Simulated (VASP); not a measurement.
**Ir: single point with PBE**

Ir:

```
Ir
1.0
     2.74741    0.00000    0.00000
    -1.37370    2.37932    0.00000
     0.00000    0.00000    4.46165
Ir
2
Cartesian
  0.0000 1.5862 3.3462
  1.3737 0.7931 1.1154
```

- Program: VASP 6.6.1
- Task: single point
- Functional: PBE
- Potentials or basis: VASP PAW PBE potentials, release 64 (Ir)
- Cutoff: 520 eV
- k mesh: 18 × 18 × 10
- Occupations: gaussian, width 0.05 eV
- Spin: non-collinear spin, zero start, spin-orbit coupling
- Starting moments: [[0.0, 0.0, 0.0], [0.0, 0.0, 0.0]] μB

```yaml
Pressure: 1.1 GPa
Net_moment: 0.00 μB per cell
Valence_electrons_inside_the_program's_atomic_spheres: Ir 8.30
```

Stress tensor (GPa, compression positive):
```
1.13 0.00 0.00
0.00 1.13 0.00
0.00 0.00 1.00
```

Moments on the atoms (μB; x, y, z):
```
Ir  0.00 0.00 0.00
Ir  0.00 0.00 0.00
```

Wall time 2.3 min on 1 thread of Intel(R) Xeon(R) 6975P-C (Granite Rapids), on a shared host, peak memory 0.39 GiB.
